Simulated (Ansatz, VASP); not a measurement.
**Two plane-wave programs on NbTe7**

The input INCAR:

```
PREC = Accurate
ENCUT = 600
EDIFF = 1E-6
ISMEAR = 0
SIGMA = 0.2
LREAL = F
LASPH = T
NELM = 100
ALGO = Normal
ISIF = 3
LWAVE = F
LCHARG = F
GGA = PE
IBRION = 2
NSW = 36
EDIFFG = -0.08
```

Contents of KPOINTS:

```
regular mesh
0
Gamma
  3 3 2
```

Contents of POSCAR:

```
NbTe7
1.0
    6.1680771100      0.0000000000      0.0000000000
   -3.0840385600      5.3417114700      0.0000000000
    0.0000000000      0.0000000000      7.6160567700
Nb Te
1 7
Direct
    0.0000000000      0.0000000000      0.5000000000
    0.5000000000      0.0000000000      0.5000000000
    0.0000000000      0.5000000000      0.5000000000
    0.5000000000      0.5000000000      0.5000000000
    0.3333333300      0.6666666700      0.8529966800
    0.6666666700      0.3333333300      0.1470033200
    0.0000000000      0.0000000000      0.1738609200
    0.0000000000      0.0000000000      0.8261390800
```

Input for Ansatz:

```yaml
crystal:
  lattice:
    - [6.16807711, 0.0, 0.0]
    - [-3.08403856, 5.34171147, 0.0]
    - [0.0, 0.0, 7.61605677]
  atoms:
    - { symbol: Nb, position: [0.0, 0.0, 0.5] }
    - { symbol: Te, position: [0.5, 0.0, 0.5] }
    - { symbol: Te, position: [0.0, 0.5, 0.5] }
    - { symbol: Te, position: [0.5, 0.5, 0.5] }
    - { symbol: Te, position: [0.33333333, 0.66666667, 0.85299668] }
    - { symbol: Te, position: [0.66666667, 0.33333333, 0.14700332] }
    - { symbol: Te, position: [0.0, 0.0, 0.17386092] }
    - { symbol: Te, position: [0.0, 0.0, 0.82613908] }
basis:
  ecutwfc: 420
kpoints:
  mp_grid: { grid: [3, 3, 2] }
hamiltonian:
  xc: pbe
scf:
  occupations: { method: gaussian, width: 0.2 }
  lower_state_search: "off"
output:
  forces: true
  stress: true
  eigenvalues: true
relax:
  adjacent_minimum: "off"
  f_tol: 0.08
  max_steps: 16
  cell: { stress_tol: 0.8 }
```

Alike in both runs: task relaxation of cell and atoms; functional PBE; k mesh 3 × 3 × 2; occupations gaussian, width 0.2 eV; no spin polarisation.

|  | VASP | Ansatz |
| --- | --- | --- |
| version | VASP 6.6.1 | Ansatz 0.2.0 |
| potentials or method | VASP PAW PBE potentials, release 64 (Nb_sv, Te), cutoff 600 eV | scalar-relativistic, plane waves, PAW |
| valence electrons in the cell | 55 | 125 |

|  | VASP | Ansatz | Ansatz less VASP |
| --- | --- | --- | --- |
| gap on the k mesh at the Fermi level, each at its own relaxed structure (eV) | none | none | - |
| relaxed volume (Å³/atom) | 37.65 | 38.12 | +0.474 |
| relaxed cell length with the largest relative difference (Å) | 8.184 | 8.220 | +0.0359 |

A gap of «none» marks a metal or a gap that the smearing closes. VASP's potentials hold 55 valence electrons a cell and Ansatz's 125, so a difference there can come from the potentials and not from the codes.

The k mesh is coarse, so the values compare programs but aren't converged. Neither program's run includes spin-orbit coupling. Noted on VASP's run: the volume moved by over 15 % at a fixed basis, so the end points are rough.
